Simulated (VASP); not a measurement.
SnO:

```
CELL_PARAMETERS angstrom
3.35500 0.00000 0.00000
0.00000 5.67410 0.00000
0.00000 0.00000 4.22197
ATOMIC_POSITIONS crystal
Sn 0.00000 0.23191 0.51314
Sn 0.50000 0.76809 0.01314
O 0.00000 0.89125 0.73686
O 0.50000 0.10875 0.23686
```

Base run:

```yaml
Program: VASP 6.6.1
Functional: BLYP
Potentials_or_basis: VASP PAW PBE potentials, release 64 (Sn_d, O)
Cutoff: 520 eV
k_mesh: 6 × 4 × 4
Occupations: gaussian, width 0.01 eV
Spin: no spin polarisation
```

Its results: band gap on the k mesh 1.82 eV, indirect (least direct gap 2.57 eV); pressure 4.1 GPa; largest force 0.161 eV/Å.

Question: The run is repeated on the same cell with these changes: functional from BLYP to PBEsol; further incar settings from ALGO = Normal; EDIFF = 1e-07; NBANDS = 28 to ALGO = Normal; EDIFF = 1e-06; NBANDS = 28. What comes out?

Answer: Band gap on the k mesh 1.58 eV, indirect (least direct gap 2.33 eV); pressure -2.9 GPa; largest force 0.351 eV/Å.

Caveats: the PAW data sets were made with another functional, which shifts forces and pressure a little; spin-orbit coupling is left out, which moves the levels of the heavy elements.

A k mesh can miss the band edges.
